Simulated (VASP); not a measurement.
Te, 4 atoms in the cell. It takes space group P2_12_12 (No. 18, orthorhombic). The conventional cell has a = 5.359 Å, b = 8.198 Å, c = 3.017 Å, α = 90.00°, β = 90.00°, γ = 90.00°. Te (site symmetry 1) has 3 Te at 2.68 to 3.02 Å within 3.5 Å. 

- Program: VASP 6.6.1
- Task: single point
- Functional: PBE
- Potentials or basis: VASP PAW PBE potentials, release 64 (Te)
- Cutoff: 520 eV
- k mesh: 5 × 4 × 9
- Occupations: fermi-dirac, width 0.05 eV
- Spin: no spin polarisation
- Dipole correction: no
- Further INCAR settings: ALGO = Normal; EDIFF = 1e-06; NBANDS = 20

Potentials or basis: VASP PAW PBE potentials, release 64 (Te).

Run with:

```bash
$ cat potpaw_PBE.64/Te/POTCAR > POTCAR
$ mpirun -np 1 vasp_std > vasp.out
```

Hardware: 1 thread of Intel(R) Xeon(R) Platinum 8375C CPU @ 2.90GHz (Ice Lake) (shared host).

Task: Estimate the wall time of this run.

Result: Wall time 59 s on 1 thread of Intel(R) Xeon(R) Platinum 8375C CPU @ 2.90GHz (Ice Lake), on a shared host, peak memory 0.28 GiB. Counts: scf iterations 13, k points 45.
